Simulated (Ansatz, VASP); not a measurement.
## Two plane-wave programs on Ti

```
CELL_PARAMETERS angstrom
-1.62782 1.62782 1.62782
1.62782 -1.62782 1.62782
1.62782 1.62782 -1.62782
ATOMIC_POSITIONS crystal
Ti 0.00000 0.00000 0.00000
```

Alike in both runs: functional PBE; k mesh 18 × 18 × 18; occupations gaussian, width 0.1 eV; no spin polarisation.

Ansatz relaxed the structure, and its values are those at the end. VASP's run is a single point on that final structure, the one shown.

|  | VASP | Ansatz |
| --- | --- | --- |
| version | VASP 6.6.1 | Ansatz 0.2.0 |
| potentials or method | VASP PAW PBE potentials, release 64 (Ti_sv), cutoff 520 eV | scalar-relativistic, plane waves, PAW |
| valence electrons in the cell | 12 | 12 |

```tsv
	VASP	Ansatz	Ansatz less VASP
gap on the k mesh at the Fermi level (eV)	none	none	-
pressure (GPa)	-0.3	0.0	+0.25
```

A gap of «none» marks a metal or a gap that the smearing closes. The functional is the same, so the differences come from potentials, cutoffs and numerics.
